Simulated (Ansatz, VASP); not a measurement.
# One calculation of LiF, two programs

File INCAR:

```
SYSTEM = LiF
PREC = Accurate
ENCUT = 520
EDIFF = 1E-7
ISMEAR = -1
SIGMA = 0.02
LREAL = .False.
LASPH = .True.
NELM = 100
ALGO = Normal
ISIF = 2
LWAVE = .False.
LCHARG = .False.
GGA = PE
NBANDS = 12
```

Contents of KPOINTS:

```
regular mesh
0
Gamma
  10 10 10
  0 0 0
```

The input POSCAR:

```
LiF
1.0
    0.0000000000      2.0984028919      1.9948691814
    2.0984028919      0.0000000000      1.9948691814
    2.0984028919      2.0984028919      0.0000000000
Li F
1 1
Direct
    0.0000000000      0.0000000000      0.0000000000
    0.5000000000      0.5000000000      0.5000000000
```

Input for Ansatz:

```yaml
crystal:
  lattice:
    - [0.0, 2.0984028919, 1.9948691814]
    - [2.0984028919, 0.0, 1.9948691814]
    - [2.0984028919, 2.0984028919, 0.0]
  atoms:
    - { symbol: Li, position: [0.0, 0.0, 0.0] }
    - { symbol: F, position: [0.5, 0.5, 0.5] }
kpoints:
  mp_grid: { grid: [10, 10, 10] }
  band_path:
    path:
      - [0.0, 0.0, 0.0]
      - [0.5, 0.0, 0.5]
      - [0.625, 0.25, 0.625]
      - [0.375, 0.375, 0.75]
      - [0.5, 0.5, 0.5]
      - [0.5, 0.25, 0.75]
    npoints: 1
hamiltonian:
  xc: pbe
scf:
  occupations: { method: fermi_dirac, width: 0.02 }
  n_extra_bands: 4
output:
  forces: true
  stress: true
  eigenvalues: true
```

Change from the starting cell: biaxial_xy strain +5.2%.

Alike in both runs: task single point; functional PBE; k mesh 10 × 10 × 10; occupations fermi-dirac, width 0.02 eV; no spin polarisation.

|  | VASP | Ansatz |
| --- | --- | --- |
| version | VASP 6.6.1 | Ansatz 0.2.0 |
| potentials or method | VASP PAW PBE potentials, release 64 (Li_sv, F) | plane waves, PAW |
| plane-wave cutoff (eV) | 520 | 420 |
| valence electrons in the cell | 10 | 10 |

|  | VASP | Ansatz | Ansatz less VASP |
| --- | --- | --- | --- |
| gap on the k mesh at the Fermi level (eV) | 8.43 | 8.43 | +0.001 |

With one functional, cell and mesh, what is left measures potentials, basis and numerics.

Noted on VASP's run: the cutoff is short for stress, so the pressure is rough.
